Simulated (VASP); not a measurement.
# Ir (C2/c) in VASP: single point with r2SCAN

Aim: the single point of Ir with r2SCAN.

Everything below comes from runs of VASP 6.6.1. Logs are shortened: lines on timing, memory, paths and dates and some standing lists are left out, and cuts for length are marked.

## 1. The cell of the first run

The structure is monoclinic, space group C2/c (No. 15). The conventional cell has a = 2.753 Å, b = 4.766 Å, c = 4.465 Å, α = 90.00°, β = 94.30°, γ = 90.00°. Ir (site symmetry 2) has 12 Ir at 2.66 to 2.82 Å within 3.5 Å.

## 2. Single point, r2SCAN (strain -0.0750 x Voigt [0, 0, 0, 0, 1, 0])

The input, POSCAR:

```
Ir
1.0
    2.7513778946      0.0000000000     -0.1031766710
   -1.3756889473      2.3827631521      0.0515883355
   -0.1673358750      0.0000000000      4.4622900000
Ir
2
Direct
    0.6666666667      0.3333333333      0.7500000000
    0.3333333333      0.6666666667      0.2500000000
```

The input, INCAR.step1:

```
PREC = Accurate
ENCUT = 520
ISMEAR = 0
SIGMA = 0.15
LREAL = False
LASPH = True
NELM = 100
NBANDS = 16
GGA = PE
ALGO = Normal
EDIFF = 1E-4
LWAVE = True
LCHARG = False
```

The input, INCAR.step2:

```
PREC = Accurate
ENCUT = 520
EDIFF = 1E-6
ISMEAR = 0
SIGMA = 0.15
LREAL = False
LASPH = True
NELM = 100
ALGO = Normal
ISIF = 2
LWAVE = False
LCHARG = False
METAGGA = R2SCAN
LMIXTAU = True
NBANDS = 16
ISTART = 1
```

The input, KPOINTS:

```
Automatic mesh
0
Gamma
  18 18 12
```

Potentials or basis: VASP PAW PBE potentials, release 64 (Ir).

The run is started by

```sh
$ cat potpaw_PBE.64/Ir/POTCAR > POTCAR
$ cp INCAR.step1 INCAR
$ mpirun -np 1 vasp_std > vasp.out
$ cp INCAR.step2 INCAR
$ mpirun -np 1 vasp_std > vasp.out
```

OUTCAR:

```text
PREC = Accurate
   ENCUT = 520
   EDIFF = 1E-6
   ISMEAR = 0
   LREAL = False
   LASPH = True
   NELM = 100
   ISIF = 2
   METAGGA = R2SCAN
   ISTART = 1

 ion  position               nearest neighbor table
   1  0.667  0.333  0.750-   2 2.66   2 2.66   2 2.74   2 2.74   2 2.82   2 2.82
   2  0.333  0.667  0.250-   1 2.66   1 2.66   1 2.74   1 2.74   1 2.82   1 2.82

  LATTYP: Found a base centered monoclinic cell.
 ALAT       =     2.7533117775
 B/A-ratio  =     1.7308342423
 C/A-ratio  =     1.6218382828
 COS(beta)  =    -0.0748946793

  Lattice vectors:

 A1 = (   1.3756889473,  -2.3827631521,  -0.0515883355)
 A2 = (   1.3756889473,   2.3827631521,  -0.0515883355)
 A3 = (  -0.1673358750,   0.0000000000,   4.4622900000)

Analysis of symmetry for initial positions (statically):
=====================================================================
 Subroutine PRICEL returns:
 Original cell was already a primitive cell.

 Routine SETGRP: Setting up the symmetry group for a
 base centered monoclinic supercell.

 Subroutine GETGRP returns: Found  4 space group operations
 (whereof  2 operations were pure point group operations)
 out of a pool of  4 trial point group operations.

The static configuration has the point symmetry S_2 .
 The point group associated with its full space group is C_2h.

Analysis of symmetry for dynamics (positions and initial velocities):
=====================================================================
 Subroutine PRICEL returns:
 Original cell was already a primitive cell.

 Routine SETGRP: Setting up the symmetry group for a
 base centered monoclinic supercell.

 Subroutine GETGRP returns: Found  4 space group operations
 (whereof  2 operations were pure point group operations)
 out of a pool of  4 trial point group operations.

The dynamic configuration has the point symmetry S_2 .
 The point group associated with its full space group is C_2h.

 Subroutine INISYM returns: Found  4 space group operations
 (whereof  2 operations are pure point group operations),
 and found     1 'primitive' translations

----------------------------------------------------------------------------------------

                                     Primitive cell

  volume of cell :      29.2131

  direct lattice vectors                    reciprocal lattice vectors
     2.751377895  0.000000000 -0.103176671     0.363966081  0.209840411  0.013648728
    -1.375688947  2.382763152  0.051588335     0.000000000  0.419680823  0.000000000
[... 86 lines left out ...]
   LREAL  =      F    real-space projection
   EDIFFG = 0.1E-04   stopping-criterion for IOM
   NSW    =      0    number of steps for IOM
   IBRION =     -1    ionic relax: 0-MD 1-quasi-New 2-CG
   NFREE  =      0    steps in history (QN), initial steepest desc. (CG)
   ISIF   =      2    stress and relaxation
   ISYM   =      2    0-nonsym 1-usesym 2-fastsym
   POTIM  = 0.5000    time-step for ionic-motion
   TEBEG  =    0.0;   TEEND  =   0.0 temperature during run
   PSTRESS=    0.0 pullay stress
   NELECT =      18.0000    total number of electrons
   NUPDOWN=      -1.0000    fix difference up-down
   EMIN   =  10.00;   EMAX   =-10.00  energy-range for DOS
   EFERMI =   0.00;   METHOD = LEGACY
   ISMEAR =     0;   SIGMA  =   0.15  broadening in eV -4-tet -1-fermi 0-gaus
   EFERMI_NEDOS =   21; number of points for ismear=-14 and -15
   IALGO  =     38    algorithm
   IMIX   =      4    mixing-type and parameters
     AMIX     =   0.40;   BMIX     =  1.00
     AMIX_MAG =   1.60;   BMIX_MAG =  1.00
  volume/ion in A,a.u.               =      14.61        98.57
  Fermi-wavevector in a.u.,A,eV,Ry     =   1.393070  2.632521 26.404082  1.940645
  Thomas-Fermi vector in A             =   2.516752
   LORBIT       =      0    0 simple, 1 ext, 2 COOP (PROOUT), +10 PAW based schemes
   METAGGA = R2SCAN    functional components
   LHFCALC =     F    Hartree Fock is set to
   AEXX    =    0.0000 exact exchange contribution
   IVDW    =     0    specifies the selected vdW correction
   LEPSILON=     F    determine dielectric tensor
   LRPA    =     F    only Hartree local field effects (RPA)
 non-spin polarized calculation
 Gauss-broadening in eV      SIGMA  =   0.15
  energy-cutoff  :      520.00
  volume of cell :       29.21
 maximum number of plane-waves:       801
   NGX = 11   NGY = 11   NGZ = 17

 number of electron      18.0000000 magnetization

 Free energy of the ion-electron system (eV)
  ---------------------------------------------------
  ext. energy  EPLUGINS =         0.00000000
  ---------------------------------------------------
  free energy    TOTEN  =      -104.51278158 eV

  energy without entropy =     -104.48495123  energy(sigma->0) =     -104.49886641

 E-fermi :   9.7761     XC(G=0): -15.1109

 val. band max:        9.7743611707   @ k =  -0.3889   0.0000   0.1667
 cond. band min:       9.7766946458   @ k =   0.2778   0.3333   0.0833
 fundamental gap:      0.0023334751
 Fermi energy:         9.7760982991

 k-point     1 :       0.0000    0.0000    0.0000
  band No.  band energies     occupation
      1      -1.5487      2.00000
      2       1.5987      2.00000
      3       5.7057      2.00000
      4       5.9576      2.00000
      5       5.9639      2.00000
      6       6.5667      2.00000
[... 433 lines left out ...]
      3       4.5065      2.00000
      4       4.8008      2.00000
      5       5.7254      2.00000
      6       6.2205      2.00000
[... 8 lines left out ...]
     15      25.6255      0.00000
     16      26.7121      0.00000

 [... further k-points ...]

------------------------ aborting loop because EDIFF is reached ----------------------------------------

  FORCE on cell =-STRESS in cart. coord.  units (eV):
  Direction    XX          YY          ZZ          XY          YZ          ZX
  --------------------------------------------------------------------------------------
  -------------------------------------------------------------------------------------
  Total       -0.9500391     -1.1479479     -0.7137663      0.0000000      0.0000000      1.2389868
  in kB      -52.1043911    -62.9585895    -39.1461325      0.0000000      0.0000000     67.9515727
  external PRESSURE =     -51.4030377 kB  Pullay stress =       0.0000000 kB

 VOLUME and BASIS-vectors are now :
 -----------------------------------------------------------------------------
  energy-cutoff  :      520.00
  volume of cell :       29.21
      direct lattice vectors                 reciprocal lattice vectors
     2.751377895  0.000000000 -0.103176671     0.363966081  0.209840411  0.013648728
    -1.375688947  2.382763152  0.051588335     0.000000000  0.419680823  0.000000000
    -0.167335875  0.000000000  4.462290000     0.008415591  0.000000000  0.224415766

 POSITION                                       TOTAL-FORCE (eV/Angst)
 -----------------------------------------------------------------------------------
      1.25019      0.79425      3.29513         0.000000     -0.112179     -0.000000
     -0.04183      1.58851      1.11557        -0.000000      0.112179      0.000000
 -----------------------------------------------------------------------------------
    total drift:                               -0.000000      0.000000      0.000000

  FREE ENERGIE OF THE ION-ELECTRON SYSTEM (eV)
  ---------------------------------------------------
  free  energy   TOTEN  =      -104.5127815787 eV

  energy  without entropy=     -104.4849512314  energy(sigma->0) =     -104.49886641
```

OUTCAR.step1:

```text
PREC = Accurate
   ENCUT = 520
   ISMEAR = 0
   LREAL = False
   LASPH = True
[... 682 lines left out ...]
      1.25019      0.79425      3.29513         0.000000     -0.115357     -0.000000
     -0.04183      1.58851      1.11557        -0.000000      0.115357      0.000000
 -----------------------------------------------------------------------------------
    total drift:                               -0.000000      0.000000      0.000000

  FREE ENERGIE OF THE ION-ELECTRON SYSTEM (eV)
  ---------------------------------------------------
  free  energy   TOTEN  =       -17.5178419763 eV

  energy  without entropy=      -17.4891015801  energy(sigma->0) =      -17.50347178
```

OSZICAR.step1:

```text
N       E                     dE             d eps       ncg     rms          rms(c)
DAV:   1     0.141629852860E+03    0.14163E+03   -0.84587E+03 33192   0.113E+03
DAV:   2    -0.148671374896E+02   -0.15650E+03   -0.14099E+03 33192   0.306E+02
DAV:   3    -0.185792972671E+02   -0.37122E+01   -0.36570E+01 45736   0.557E+01
DAV:   4    -0.186196407162E+02   -0.40343E-01   -0.40331E-01 37504   0.496E+00
DAV:   5    -0.186207581362E+02   -0.11174E-02   -0.11174E-02 46592   0.860E-01    0.203E+01
DAV:   6    -0.176946071971E+02    0.92615E+00   -0.11878E+00 42568   0.141E+01    0.832E+00
DAV:   7    -0.175295504116E+02    0.16506E+00   -0.36612E-01 46032   0.738E+00    0.212E+00
DAV:   8    -0.175214663747E+02    0.80840E-02   -0.59189E-03 37976   0.704E-01    0.106E+00
DAV:   9    -0.175178332620E+02    0.36331E-02   -0.42920E-03 44632   0.822E-01    0.179E-02
DAV:  10    -0.175178419763E+02   -0.87142E-05   -0.22888E-05 27032   0.457E-02
   1 F= -.17517842E+02 E0= -.17503472E+02  d E =-.287404E-01
```

It took 19 min on 1 thread of Intel Xeon Platinum 8259CL at 2.50GHz (Skylake/Cascade Lake), shared host; peak memory 0.49 GiB.

What came out:

| Property | Result |
| --- | --- |
| Free energy | -104.5128 eV |
| Pressure | -5.1 GPa |
| Largest force | 0.112 eV/Å |
| Band gap on the k mesh | zero (bands 9 and 10 overlap by 3.28 eV) |

Forces on the atoms (eV/Å):
```
Ir   0.000 -0.112  0.000
Ir   0.000  0.112  0.000
```

Stress tensor (GPa, compression positive):
```
-5.21  0.00  6.80
 0.00 -6.30  0.00
 6.80  0.00 -3.91
```

Caveat: the cell differs from its parent crystal (strain -0.0750 x Voigt [0, 0, 0, 0, 1, 0]); the cell stands under tension; the PAW data sets were made with another functional, which shifts forces and pressure a little; spin-orbit coupling is left out, which moves the levels of the heavy elements.
